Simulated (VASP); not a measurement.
# Na (P6_3/mmc) in VASP: notebook

The runs below take Na through single point, relaxation of shape and atoms at fixed volume, relaxation of cell and atoms, with PBEsol.

Program: VASP 6.6.1. These are calculated values, not measurements. Logs are shortened: lines on timing, memory, paths and dates and some standing lists are left out, and cuts for length are marked.

### Step 1. The cell of the first run

It takes space group P6_3/mmc (No. 194, hexagonal). The conventional cell has a = 3.664 Å, b = 3.664 Å, c = 5.951 Å, α = 90.00°, β = 90.00°, γ = 120.00°. Within 4.8 Å of Na (site symmetry -6m2) lie 12 Na at 3.65 to 3.66 Å.

### Step 2. Single point, PBEsol (volume scaled by 0.95)

INCAR

```
PREC = Accurate ; ENCUT = 520
EDIFF = 1E-7 ; ISMEAR = -1
SIGMA = 0.08 ; LREAL = False
LASPH = True ; NELM = 60
ALGO = Normal ; ISIF = 2
LWAVE = False ; LCHARG = False
GGA = PS ; NBANDS = 14
```

KPOINTS

```
Automatic mesh
0
Gamma
  12 12 7
```

POSCAR

```
Na
1.0
    3.6643611420      0.0000000000      0.0000000000
   -1.8321805710      3.1734298376      0.0000000000
    0.0000000000      0.0000000000      5.9512634955
Na
2
Direct
    0.3333333333      0.6666666667      0.2500000000
    0.6666666667      0.3333333333      0.7500000000
```

Potentials or basis: VASP PAW PBE potentials, release 64 (Na_pv).

On the command line:

```bash
cat potpaw_PBE.64/Na_pv/POTCAR > POTCAR
mpirun -np 1 vasp_std > vasp.out
```

OUTCAR:

```text
PREC = Accurate
   ENCUT = 520
   EDIFF = 1E-7
   ISMEAR = -1
   LREAL = False
   LASPH = True
   NELM = 60
   ISIF = 2
   GGA = PS

 ion  position               nearest neighbor table
   1  0.333  0.667  0.250-
   2  0.667  0.333  0.750-

  LATTYP: Found a hexagonal cell.
 ALAT       =     3.6643611420
 C/A-ratio  =     1.6240930588

  Lattice vectors:

 A1 = (   3.6643611420,   0.0000000000,   0.0000000000)
 A2 = (  -1.8321805710,   3.1734298376,   0.0000000000)
 A3 = (   0.0000000000,   0.0000000000,   5.9512634955)

Analysis of symmetry for initial positions (statically):
=====================================================================
 Subroutine PRICEL returns:
 Original cell was already a primitive cell.

 Routine SETGRP: Setting up the symmetry group for a
 hexagonal supercell.

 Subroutine GETGRP returns: Found 24 space group operations
 (whereof 12 operations were pure point group operations)
 out of a pool of 24 trial point group operations.

The static configuration has the point symmetry D_3d.
 The point group associated with its full space group is D_6h.

Analysis of symmetry for dynamics (positions and initial velocities):
=====================================================================
 Subroutine PRICEL returns:
 Original cell was already a primitive cell.

 Routine SETGRP: Setting up the symmetry group for a
 hexagonal supercell.

 Subroutine GETGRP returns: Found 24 space group operations
 (whereof 12 operations were pure point group operations)
 out of a pool of 24 trial point group operations.

The dynamic configuration has the point symmetry D_3d.
 The point group associated with its full space group is D_6h.

 Subroutine INISYM returns: Found 24 space group operations
 (whereof 12 operations are pure point group operations),
 and found     1 'primitive' translations

----------------------------------------------------------------------------------------

                                     Primitive cell

  volume of cell :      69.2048

  direct lattice vectors                    reciprocal lattice vectors
     3.664361142  0.000000000  0.000000000     0.272898866  0.157558234  0.000000000
    -1.832180571  3.173429838  0.000000000     0.000000000  0.315116467  0.000000000
     0.000000000  0.000000000  5.951263496     0.000000000  0.000000000  0.168031545

  length of vectors
     3.664361142  3.664361142  5.951263496     0.315116467  0.315116467  0.168031545

[... 83 lines left out ...]
   NSW    =      0    number of steps for IOM
   IBRION =     -1    ionic relax: 0-MD 1-quasi-New 2-CG
   NFREE  =      0    steps in history (QN), initial steepest desc. (CG)
   ISIF   =      2    stress and relaxation
   ISYM   =      2    0-nonsym 1-usesym 2-fastsym
   POTIM  = 0.5000    time-step for ionic-motion
   TEBEG  =    0.0;   TEEND  =   0.0 temperature during run
   PSTRESS=    0.0 pullay stress
   NELECT =      14.0000    total number of electrons
   NUPDOWN=      -1.0000    fix difference up-down
   EMIN   =  10.00;   EMAX   =-10.00  energy-range for DOS
   EFERMI =   0.00;   METHOD = LEGACY
   ISMEAR =    -1;   SIGMA  =   0.08  broadening in eV -4-tet -1-fermi 0-gaus
   EFERMI_NEDOS =   21; number of points for ismear=-14 and -15
   IALGO  =     38    algorithm
   IMIX   =      4    mixing-type and parameters
     AMIX     =   0.40;   BMIX     =  1.00
     AMIX_MAG =   1.60;   BMIX_MAG =  1.00
  volume/ion in A,a.u.               =      34.60       233.51
  Fermi-wavevector in a.u.,A,eV,Ry     =   0.961034  1.816091 12.566154  0.923586
  Thomas-Fermi vector in A             =   2.090370
   LORBIT       =      0    0 simple, 1 ext, 2 COOP (PROOUT), +10 PAW based schemes
   GGA     = PS    functional components
   LHFCALC =     F    Hartree Fock is set to
   AEXX    =    0.0000 exact exchange contribution
   IVDW    =     0    specifies the selected vdW correction
   LEPSILON=     F    determine dielectric tensor
   LRPA    =     F    only Hartree local field effects (RPA)
 non-spin polarized calculation
  energy-cutoff  :      520.00
  volume of cell :       69.20
 maximum number of plane-waves:      1886
 NGX is ok and might be reduce to    28
   NGX = 13   NGY = 13   NGZ = 23

 number of electron      13.9999987 magnetization

 Free energy of the ion-electron system (eV)
  ---------------------------------------------------
  ext. energy  EPLUGINS =         0.00000000
  ---------------------------------------------------
  free energy    TOTEN  =        -2.80482807 eV

  energy without entropy =       -2.78475864  energy(sigma->0) =       -2.79479335

 E-fermi :   0.5066     XC(G=0):  -6.6855

 val. band max:        0.4937980251   @ k =   0.1667   0.1667   0.2857
 cond. band min:       0.5083165294   @ k =   0.0833   0.0833   0.1429
 fundamental gap:      0.0145185044
 Fermi energy:         0.5066336908

 k-point     1 :       0.0000    0.0000    0.0000
  band No.  band energies     occupation
      1     -24.2670      2.00000
      2     -24.2274      2.00000
      3     -24.2274      2.00000
      4     -24.2210      2.00000
      5     -24.2210      2.00000
      6     -24.2209      2.00000
      7      -2.9200      2.00000
      8       1.0852      0.00144
      9       1.5798      0.00000
     10      10.8294      0.00000
     11      10.8295      0.00000
     12      11.2788      0.00000
     13      11.2788      0.00000
     14      11.3784      0.00000
[... 377 lines left out ...]
      1     -24.2571      2.00000
      2     -24.2491      2.00000
      3     -24.2464      2.00000
      4     -24.2347      2.00000
      5     -24.2274      2.00000
      6     -24.2259      2.00000
      7      -1.1413      2.00000
      8       1.7763      0.00000
      9       3.5284      0.00000
     10       4.4446      0.00000
     11       6.4211      0.00000
     12       8.1497      0.00000
     13       8.3675      0.00000
     14      10.0974      0.00000

 [... further k-points ...]
[... 5 lines left out ...]
  --------------------------------------------------------------------------------------
  -------------------------------------------------------------------------------------
  Total        0.1866697      0.1866697      0.1893834      0.0000000      0.0000000      0.0000000
  in kB        4.3216342      4.3216342      4.3844601      0.0000000      0.0000000      0.0000000
  external PRESSURE =       4.3425762 kB  Pullay stress =       0.0000000 kB

 VOLUME and BASIS-vectors are now :
 -----------------------------------------------------------------------------
  energy-cutoff  :      520.00
  volume of cell :       69.20
      direct lattice vectors                 reciprocal lattice vectors
     3.664361142  0.000000000  0.000000000     0.272898866  0.157558234  0.000000000
    -1.832180571  3.173429838  0.000000000     0.000000000  0.315116467  0.000000000
     0.000000000  0.000000000  5.951263496     0.000000000  0.000000000  0.168031545

 POSITION                                       TOTAL-FORCE (eV/Angst)
 -----------------------------------------------------------------------------------
     -0.00000      2.11562      1.48782         0.000000     -0.000000      0.000000
      1.83218      1.05781      4.46345        -0.000000      0.000000      0.000000
 -----------------------------------------------------------------------------------
    total drift:                                0.000000     -0.000000      0.000000

  FREE ENERGIE OF THE ION-ELECTRON SYSTEM (eV)
  ---------------------------------------------------
  free  energy   TOTEN  =        -2.8048280720 eV

  energy  without entropy=       -2.7847586373  energy(sigma->0) =       -2.79479335
```

OSZICAR:

```text
N       E                     dE             d eps       ncg     rms          rms(c)
DAV:   1     0.101586784759E+03    0.10159E+03   -0.76417E+03  2128   0.968E+02
DAV:   2     0.127973485096E+01   -0.10031E+03   -0.99103E+02  2230   0.278E+02
DAV:   3    -0.275383256004E+01   -0.40336E+01   -0.40297E+01  2698   0.634E+01
DAV:   4    -0.280872973475E+01   -0.54897E-01   -0.54896E-01  2374   0.809E+00
DAV:   5    -0.280995238646E+01   -0.12227E-02   -0.12226E-02  2740   0.122E+00    0.343E-01
DAV:   6    -0.280619311762E+01    0.37593E-02   -0.48879E-03  2548   0.109E+00    0.205E-01
DAV:   7    -0.280492338180E+01    0.12697E-02   -0.42724E-03  2704   0.887E-01    0.647E-02
DAV:   8    -0.280482758483E+01    0.95797E-04   -0.45389E-04  2662   0.378E-01    0.368E-03
DAV:   9    -0.280482818116E+01   -0.59632E-06   -0.50294E-06  2680   0.281E-02    0.161E-03
DAV:  10    -0.280482805259E+01    0.12856E-06   -0.23685E-07  2500   0.597E-03    0.181E-04
DAV:  11    -0.280482807196E+01   -0.19367E-07   -0.12337E-08  1418   0.161E-03
   1 F= -.28048281E+01 E0= -.27947934E+01  d E =-.200694E-01
```

stdout:

```text
POSCAR found type information on POSCAR Na
 POSCAR found :  1 types and       2 ions
 scaLAPACK will be used
 -----------------------------------------------------------------------------
|                                                                             |
|                                                                             |
|     You enforced a specific xc type in the INCAR file but a different       |
|     I HOPE YOU KNOW WHAT YOU ARE DOING!                                     |
|                                                                             |
 -----------------------------------------------------------------------------

 LDA part: xc-table for (Slater+PW92), standard interpolation
 POSCAR, INCAR and KPOINTS ok, starting setup
 FFT: planning ... GRIDC
 FFT: planning ... GRID_SOFT
 FFT: planning ... GRID
 WAVECAR not read
 entering main loop
```

It took 38 s on 1 thread of Intel Xeon Platinum 8259CL at 2.50GHz (Skylake/Cascade Lake), shared host; peak memory 0.2 GiB.

Results:

| Item | Value |
| --- | --- |
| Free energy | -2.8048 eV |
| Pressure | 0.4 GPa |
| Band gap on the k mesh | zero (band 7 reaches 2.53 eV, above the bottom of band 8 at -1.50 eV) |

Caveat: the cell differs from its parent crystal (volume scaled by 0.95); the PAW data sets were made with another functional, which shifts forces and pressure a little.

### Step 3. Single point, PBEsol

This run uses another cell than the first one, of 36.42 Å³/atom, 1.053 times its volume.

INCAR

```
PREC     = Accurate       # precision mode
ENCUT    = 520            # plane-wave cutoff, eV
EDIFF    = 1E-6           # SCF threshold, eV
ISMEAR   = -1             # smearing method
SIGMA    = 0.08           # smearing width, eV
LREAL    = F              # projectors in reciprocal space
LASPH    = T              # aspherical terms in the spheres
NELM     = 60             # most SCF steps
ALGO     = Normal         # electronic algorithm
ISIF     = 2              # what is computed and relaxed
LWAVE    = F              # write WAVECAR
LCHARG   = F              # write CHGCAR
GGA      = PS             # functional
NBANDS   = 14             # bands
```

KPOINTS

```
regular mesh
0
Gamma
  12 12 7
```

POSCAR

```
Na
1.0
    3.7275522004      0.0000000000      0.0000000000
   -1.8637761002      3.2281548995      0.0000000000
    0.0000000000      0.0000000000      6.0538916549
Na
2
Direct
    0.3333333333      0.6666666667      0.2500000000
    0.6666666667      0.3333333333      0.7500000000
```

Potentials or basis: VASP PAW PBE potentials, release 64 (Na_pv).

On the command line:

```bash
cat potpaw_PBE.64/Na_pv/POTCAR > POTCAR
mpirun -np 1 vasp_std > vasp.out
```

Wall time 32 s (1 thread of Intel Xeon Platinum 8259CL at 2.50GHz (Skylake/Cascade Lake), shared host); peak memory 0.2 GiB.

Results (log left out):

| Quantity | Value |
| --- | --- |
| Free energy | -2.8097 eV |
| Pressure | 0.0 GPa |
| Band gap on the k mesh | zero (band 7 reaches 2.34 eV, above the bottom of band 8 at -1.59 eV) |

Levels at points of the mesh, in eV from the Fermi level:
```
           k point  band 5  band 6  band 7  band 8  band 9  band 10
(0.00, 0.00, 0.00)  -24.77  -24.77   -3.31    0.57    1.02    10.03
(0.50, 0.00, 0.00)  -24.77  -24.77    0.22    0.36    3.89     3.93
```

Caveat: the PAW data sets were made with another functional, which shifts forces and pressure a little.

(Continued in part 2 of 3.)
